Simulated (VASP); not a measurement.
Runs of VASP 6.6.1 on AgCl. The structure is that of space group Fm-3m (No. 225), or close to it. The cells are those of the table. 

| level | cell | smearing | gap on the mesh (eV) | pressure (GPa) |
| --- | --- | --- | --- | --- |
| r2SCAN | a = 3.965 Å, angles 58.3°, 2 atoms | gaussian 0.01 eV | 1.38 | (c) |
| PBE | a = 3.735 Å, angles 60.0°, 2 atoms | fermi-dirac 0.02 eV | 0.93 | 12.1 |
| PBE | a = 4.041, b = 4.041, c = 3.922 Å, angles 61.0, 61.0, 58.1°, 2 atoms | fermi-dirac 0.02 eV | (b) | -0.8 |
| r2SCAN | a = 3.735 Å, angles 60.0°, 2 atoms | gaussian 0.01 eV | 1.47 | 10.7 |
| PBE | a = 3.965 Å, angles 58.3°, 2 atoms | fermi-dirac 0.02 eV | (a) | 1.8 |

Alike in all rows: task single point; potentials or basis VASP PAW PBE potentials, release 64 (Ag, Cl); no spin polarisation; k mesh 8 × 8 × 8; cutoff (eV) 520.

Question: Fill in the values left out.

Answer: (a) 0.87; (b) 0.78; (c) 0.2.

Caveats: the PAW data sets were made with another functional, which shifts forces and pressure a little (some runs).

A k mesh can miss the band edges, and the runs leave out spin-orbit coupling on Ag.
